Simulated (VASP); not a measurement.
A run of VASP 6.6.1 is set up as follows.

File INCAR:

```
SYSTEM = Bi
ALGO = Normal
EDIFF = 1E-7
ENCUT = 520
GGA = PS
ISIF = 2
ISMEAR = -1
LASPH = .True.
LCHARG = .False.
LREAL = .False.
LWAVE = .False.
NBANDS = 22
NELM = 60
PREC = Accurate
SIGMA = 0.03
```

The input KPOINTS:

```
k-points
0
Gamma
  10 10 10
  0 0 0
```

File POSCAR:

```
Bi
1.0
    2.2466680935      1.2811819778      3.9360734167
   -2.2993312633      1.3039119746      3.9588034135
   -0.0066468302     -2.6444039523      3.9671231698
Bi
2
Direct
    0.2338900000      0.2338900000      0.2338900000
    0.7661100000      0.7661100000      0.7661100000
```

Potentials or basis: VASP PAW PBE potentials, release 64 (Bi_d).

Command:

```sh
$ cat potpaw_PBE.64/Bi_d/POTCAR > POTCAR
$ mpirun -np 1 vasp_std > vasp.out
```

(1) What does it give for the largest force?

(2) What does it give for the band gap on the k mesh?

Results:

(1) 0.135 eV/Å.

(2) zero (bands 15 and 16 overlap by 0.27 eV).

Caveat: the cell differs from its parent crystal (equal xy, yz and zx shear strains of -1 %); the PAW data sets were made with another functional, which shifts forces and pressure a little; spin-orbit coupling is left out, which moves the levels of the heavy elements.
